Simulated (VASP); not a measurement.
# Cu12NO in VASP: single point with PBE

Aim: the single point of Cu12NO with PBE.

Everything below comes from runs of VASP 6.6.1. Logs are shortened: lines on timing, memory, paths and dates and some standing lists are left out, and cuts for length are marked.

### Step 1. The cell of the first run

The cell holds a slab with vacuum, 14 atoms: a = 5.112 Å, b = 5.112 Å, c = 16.000 Å, α = 90.00°, β = 90.00°, γ = 90.00°.

### Step 2. Single point, PBE, collinear spin, ferromagnetic start

INCAR reads:

```
SYSTEM = Cu12NO
PREC = Accurate ; ENCUT = 520
EDIFF = 1E-6 ; ISMEAR = -1
SIGMA = 0.1 ; LREAL = .FALSE.
LASPH = .TRUE. ; NELM = 150
ALGO = Normal ; ISIF = 2
LWAVE = .FALSE. ; LCHARG = .TRUE.
ISPIN = 2 ; MAGMOM = 0 0 0 0 0 0 0 0 0 0 0 0 1 0
LORBIT = 11 ; LMAXMIX = 4
GGA = PE ; LELF = .TRUE.
LVHAR = .TRUE. ; NBANDS = 88
```

KPOINTS reads:

```
regular mesh
0
G
  1 1 1
  0 0 0
```

POSCAR reads:

```
Cu12NO
1.0
    5.1123820300      0.0000000000      0.0000000000
    0.0000000000      5.1123820300      0.0000000000
    0.0000000000      0.0000000000     16.0000000000
Cu N O
12 1 1
Direct
    0.0000000000      0.0000000000      0.1250000000
    0.0000000000      0.5000000000      0.1250000000
    0.5000000000      0.0000000000      0.1250000000
    0.5000000000      0.5000000000      0.1250000000
    0.2500000000      0.2500000000      0.2379687500
    0.2500000000      0.7500000000      0.2379687500
    0.7500000000      0.2500000000      0.2379687500
    0.7500000000      0.7500000000      0.2379687500
    0.0000000000      0.0000000000      0.3509375000
    0.0000000000      0.5000000000      0.3509375000
    0.5000000000      0.0000000000      0.3509375000
    0.5000000000      0.5000000000      0.3509375000
    0.0000000000      0.0000000000      0.4634375000
    0.0000000000      0.0000000000      0.5359375000
```

Potentials or basis: VASP PAW PBE potentials, release 64 (Cu, N, O).

On the command line:

```sh
> cat potpaw_PBE.64/Cu/POTCAR potpaw_PBE.64/N/POTCAR potpaw_PBE.64/O/POTCAR > POTCAR
> mpirun -np 1 vasp_gam > vasp.out
```

OUTCAR:

```text
SYSTEM = Cu12NO
   PREC = Accurate
   ENCUT = 520
   EDIFF = 1E-6
   ISMEAR = -1
   LREAL = .FALSE.
   LASPH = .TRUE.
   NELM = 150
   ISIF = 2
   ISPIN = 2
   LORBIT = 11
   GGA = PE

 ion  position               nearest neighbor table
   1  0.000  0.000  0.125-   5 2.56   6 2.56   7 2.56   8 2.56   2 2.56   3 2.56   2 2.56   3 2.56

   2  0.000  0.500  0.125-   5 2.56   6 2.56   7 2.56   8 2.56   1 2.56   4 2.56   1 2.56   4 2.56

   3  0.500  0.000  0.125-   5 2.56   6 2.56   7 2.56   8 2.56   1 2.56   4 2.56   4 2.56   1 2.56
[... 15 lines left out ...]
  11  0.500  0.000  0.351-   5 2.56   6 2.56   7 2.56   8 2.56   9 2.56  12 2.56  12 2.56   9 2.56

  12  0.500  0.500  0.351-   5 2.56   6 2.56   7 2.56   8 2.56  10 2.56  11 2.56  11 2.56  10 2.56

  13  0.000  0.000  0.463-  14 1.16   9 1.80
  14  0.000  0.000  0.536-  13 1.16

  LATTYP: Found a simple tetragonal cell.
 ALAT       =     5.1123820300
 C/A-ratio  =     3.1296565683

  Lattice vectors:

 A1 = (   5.1123820300,   0.0000000000,   0.0000000000)
 A2 = (   0.0000000000,   5.1123820300,   0.0000000000)
 A3 = (   0.0000000000,   0.0000000000,  16.0000000000)

Analysis of symmetry for initial positions (statically):
=====================================================================
 Subroutine PRICEL returns:
 Original cell was already a primitive cell.

 Routine SETGRP: Setting up the symmetry group for a
 simple tetragonal supercell.

 Subroutine GETGRP returns: Found  8 space group operations
 (whereof  8 operations were pure point group operations)
 out of a pool of 16 trial point group operations.

The static configuration has the point symmetry C_4v.

Analysis of symmetry for dynamics (positions and initial velocities):
=====================================================================
 Subroutine PRICEL returns:
 Original cell was already a primitive cell.

 Routine SETGRP: Setting up the symmetry group for a
 simple tetragonal supercell.

 Subroutine GETGRP returns: Found  8 space group operations
 (whereof  8 operations were pure point group operations)
 out of a pool of 16 trial point group operations.

The dynamic configuration has the point symmetry C_4v.

Analysis of structural, dynamic, and magnetic symmetry:
=====================================================================
 Subroutine PRICEL returns:
 Original cell was already a primitive cell.

 Routine SETGRP: Setting up the symmetry group for a
 simple tetragonal supercell.

 Subroutine GETGRP returns: Found  8 space group operations
 (whereof  8 operations were pure point group operations)
 out of a pool of 16 trial point group operations.

The overall configuration has the point symmetry C_4v.

 Subroutine INISYM returns: Found  8 space group operations
 (whereof  8 operations are pure point group operations),
 and found     1 'primitive' translations

----------------------------------------------------------------------------------------

                                     Primitive cell

  volume of cell :     418.1832

  direct lattice vectors                    reciprocal lattice vectors
     5.112382030  0.000000000  0.000000000     0.195603536  0.000000000  0.000000000
     0.000000000  5.112382030  0.000000000     0.000000000  0.195603536  0.000000000
     0.000000000  0.000000000 16.000000000     0.000000000  0.000000000  0.062500000

  length of vectors
     5.112382030  5.112382030 16.000000000     0.195603536  0.195603536  0.062500000

  position of ions in fractional coordinates (direct lattice)
     0.000000000  0.000000000  0.125000000
     0.000000000  0.500000000  0.125000000
     0.500000000  0.000000000  0.125000000
     0.500000000  0.500000000  0.125000000
     0.250000000  0.250000000  0.237968750
     0.250000000  0.750000000  0.237968750
     0.750000000  0.250000000  0.237968750
     0.750000000  0.750000000  0.237968750
     0.000000000  0.000000000  0.350937500
     0.000000000  0.500000000  0.350937500
     0.500000000  0.000000000  0.350937500
     0.500000000  0.500000000  0.350937500
[... 69 lines left out ...]
   EDIFFG = 0.1E-04   stopping-criterion for IOM
   NSW    =      0    number of steps for IOM
   IBRION =     -1    ionic relax: 0-MD 1-quasi-New 2-CG
   NFREE  =      0    steps in history (QN), initial steepest desc. (CG)
   ISIF   =      2    stress and relaxation
   ISYM   =      2    0-nonsym 1-usesym 2-fastsym
   POTIM  = 0.5000    time-step for ionic-motion
   TEBEG  =    0.0;   TEEND  =   0.0 temperature during run
   PSTRESS=    0.0 pullay stress
   NELECT =     143.0000    total number of electrons
   NUPDOWN=      -1.0000    fix difference up-down
   EMIN   =  10.00;   EMAX   =-10.00  energy-range for DOS
   EFERMI =   0.00;   METHOD = LEGACY
   ISMEAR =    -1;   SIGMA  =   0.10  broadening in eV -4-tet -1-fermi 0-gaus
   EFERMI_NEDOS =   21; number of points for ismear=-14 and -15
   IALGO  =     38    algorithm
   IMIX   =      4    mixing-type and parameters
     AMIX     =   0.40;   BMIX     =  1.00
     AMIX_MAG =   1.60;   BMIX_MAG =  1.00
  volume/ion in A,a.u.               =      29.87       201.57
  Fermi-wavevector in a.u.,A,eV,Ry     =   1.144804  2.163367 17.831486  1.310577
  Thomas-Fermi vector in A             =   2.281495
   LORBIT       =     11    0 simple, 1 ext, 2 COOP (PROOUT), +10 PAW based schemes
   GGA     = PE    functional components
   LHFCALC =     F    Hartree Fock is set to
   AEXX    =    0.0000 exact exchange contribution
   IVDW    =     0    specifies the selected vdW correction
   LEPSILON=     F    determine dielectric tensor
   LRPA    =     F    only Hartree local field effects (RPA)
 spin polarized calculation
  energy-cutoff  :      520.00
  volume of cell :      418.18
 maximum number of plane-waves:      5660
 NGX is ok and might be reduce to    40
   NGX = 19   NGY = 19   NGZ = 59

 number of electron     142.9999889 magnetization      -0.0004190

 number of electron     142.9999889 magnetization       0.0000244

 Free energy of the ion-electron system (eV)
  ---------------------------------------------------
  ext. energy  EPLUGINS =         0.00000000
  ---------------------------------------------------
  free energy    TOTEN  =       -44.02916006 eV

  energy without entropy =      -43.34335902  energy(sigma->0) =      -43.68625954

 E-fermi :  -0.4456     XC(G=0):  -6.0797

 val. band max:       -0.4658899522   @ k =   0.0000   0.0000   0.0000
 cond. band min:      -0.4455948154   @ k =   0.0000   0.0000   0.0000
 fundamental gap:      0.0202951368
 Fermi energy:        -0.4456324410

 spin component 1

 k-point     1 :       0.0000    0.0000    0.0000
  band No.  band energies     occupation
      1     -26.6698      1.00000
      2     -12.8189      1.00000
      3      -8.8784      1.00000
      4      -8.3387      1.00000
      5      -8.0419      1.00000
      6      -8.0419      1.00000
[... 75 lines left out ...]
     82       3.6359      0.00000
     83       3.9686      0.00000
 Fermi energy:        -0.4456324410

 spin component 2

 k-point     1 :       0.0000    0.0000    0.0000
  band No.  band energies     occupation
      1     -26.6698      1.00000
      2     -12.8189      1.00000
      3      -8.8784      1.00000
      4      -8.3387      1.00000
      5      -8.0419      1.00000
      6      -8.0419      1.00000
[... 75 lines left out ...]
     82       3.6359      0.00000
     83       3.9748      0.00000
 [bands above 83 left out]

------------------------ aborting loop because EDIFF is reached ----------------------------------------

  FORCE on cell =-STRESS in cart. coord.  units (eV):
  Direction    XX          YY          ZZ          XY          YZ          ZX
  --------------------------------------------------------------------------------------
  -------------------------------------------------------------------------------------
  Total        6.0073102      6.0073102      2.9998278      0.0000000      0.0000000      0.0000000
  in kB       23.0156931     23.0156931     11.4931831      0.0000000      0.0000000      0.0000000
  external PRESSURE =      19.1748564 kB  Pullay stress =       0.0000000 kB

 VOLUME and BASIS-vectors are now :
 -----------------------------------------------------------------------------
  energy-cutoff  :      520.00
  volume of cell :      418.18
      direct lattice vectors                 reciprocal lattice vectors
     5.112382030  0.000000000  0.000000000     0.195603536  0.000000000  0.000000000
     0.000000000  5.112382030  0.000000000     0.000000000  0.195603536  0.000000000
     0.000000000  0.000000000 16.000000000     0.000000000  0.000000000  0.062500000

 POSITION                                       TOTAL-FORCE (eV/Angst)
 -----------------------------------------------------------------------------------
      0.00000      0.00000      2.00000         0.000000     -0.000000     -0.445494
      0.00000      2.55619      2.00000         0.000000      0.000000     -0.196675
      2.55619      0.00000      2.00000         0.000000      0.000000     -0.196675
      2.55619      2.55619      2.00000         0.000000      0.000000      0.109755
      1.27810      1.27810      3.80750        -0.006745     -0.006745      0.073453
      1.27810      3.83429      3.80750        -0.006745      0.006745      0.073453
      3.83429      1.27810      3.80750         0.006745     -0.006745      0.073453
      3.83429      3.83429      3.80750         0.006745      0.006745      0.073453
      0.00000      0.00000      5.61500         0.000000     -0.000000      0.937579
      0.00000      2.55619      5.61500         0.000000      0.000000      0.025533
      2.55619      0.00000      5.61500         0.000000     -0.000000      0.025533
      2.55619      2.55619      5.61500         0.000000      0.000000      0.115326
      0.00000      0.00000      7.41500         0.000000      0.000000     -2.631546
      0.00000      0.00000      8.57500         0.000000     -0.000000      1.962854
 -----------------------------------------------------------------------------------
    total drift:                               -0.000000     -0.000000     -0.012636

  FREE ENERGIE OF THE ION-ELECTRON SYSTEM (eV)
  ---------------------------------------------------
  free  energy   TOTEN  =       -44.0291600592 eV

  energy  without entropy=      -43.3433590206  energy(sigma->0) =      -43.68625954

 total charge

# of ion       s       p       d       tot
------------------------------------------
    1        0.396   0.259   9.236   9.891
    2        0.389   0.269   9.233   9.890
    3        0.389   0.269   9.233   9.890
    4        0.382   0.279   9.228   9.889
    5        0.428   0.406   9.153   9.987
    6        0.428   0.406   9.153   9.987
    7        0.428   0.406   9.153   9.987
    8        0.428   0.406   9.153   9.987
    9        0.396   0.524   9.126  10.047
   10        0.384   0.292   9.209   9.885
   11        0.384   0.292   9.209   9.885
   12        0.404   0.272   9.216   9.892
   13        1.319   2.413   0.000   3.732
   14        1.614   3.479   0.000   5.093
--------------------------------------------------
tot          7.771   9.972 110.302 128.045

 magnetization (x)

# of ion       s       p       d       tot
------------------------------------------
    1       -0.000  -0.000   0.000  -0.000
    2       -0.000  -0.000   0.000  -0.000
    3       -0.000  -0.000   0.000  -0.000
    4       -0.000  -0.000   0.000  -0.000
    5       -0.000  -0.000  -0.000  -0.000
    6       -0.000  -0.000  -0.000  -0.000
    7       -0.000  -0.000  -0.000  -0.000
    8       -0.000  -0.000  -0.000  -0.000
    9        0.000   0.000   0.000   0.000
   10        0.000  -0.000   0.000   0.000
   11        0.000  -0.000   0.000   0.000
   12       -0.000  -0.000   0.000   0.000
   13       -0.000   0.000   0.000   0.000
   14       -0.000   0.000   0.000   0.000
--------------------------------------------------
tot         -0.000  -0.000  -0.000  -0.000
```

Wall time 3.2 min (1 thread of AMD EPYC 7R13 (Zen 3), shared host); peak memory 0.58 GiB.

Results:

* Free energy: -44.0292 eV
* Largest force: 2.632 eV/Å
* Band gap on the k mesh: 0.07 eV
* Net moment: 0.00 μB per cell
* Valence electrons inside the program's atomic spheres: Cu 9.89, 9.99, 10.05, 9.88; N 3.73; O 5.09

Forces in eV/Å, atoms in the order of the input:
```
Cu   0.000  0.000 -0.445
Cu   0.000  0.000 -0.197
Cu   0.000  0.000 -0.197
Cu   0.000  0.000  0.110
Cu  -0.007 -0.007  0.073
Cu  -0.007  0.007  0.073
Cu   0.007 -0.007  0.073
Cu   0.007  0.007  0.073
Cu   0.000  0.000  0.938
Cu   0.000  0.000  0.026
Cu   0.000  0.000  0.026
Cu   0.000  0.000  0.115
N    0.000  0.000 -2.632
O    0.000  0.000  1.963
```

Levels at points of the mesh, in eV from the valence-band top:
Spin up:
| k point | band 68 | band 69 | band 70 | band 71 | band 72 | band 73 | band 74 | band 75 | band 76 | band 77 |
| --- | --- | --- | --- | --- | --- | --- | --- | --- | --- | --- |
| (0.00, 0.00, 0.00) | -0.27 | -0.27 | -0.23 | -0.02 | 0.00 | 0.07 | 0.07 | 1.41 | 1.41 | 1.63 |
Spin down:
```tsv
k point	band 69	band 70	band 71	band 72	band 73	band 74	band 75	band 76
(0.00, 0.00, 0.00)	-0.27	-0.23	-0.02	0.00	0.07	0.07	1.41	1.41
```

Caveat: the k points lie up to 1.23 Å⁻¹ apart; the standard files for N, O and F lose accuracy on very short bonds.
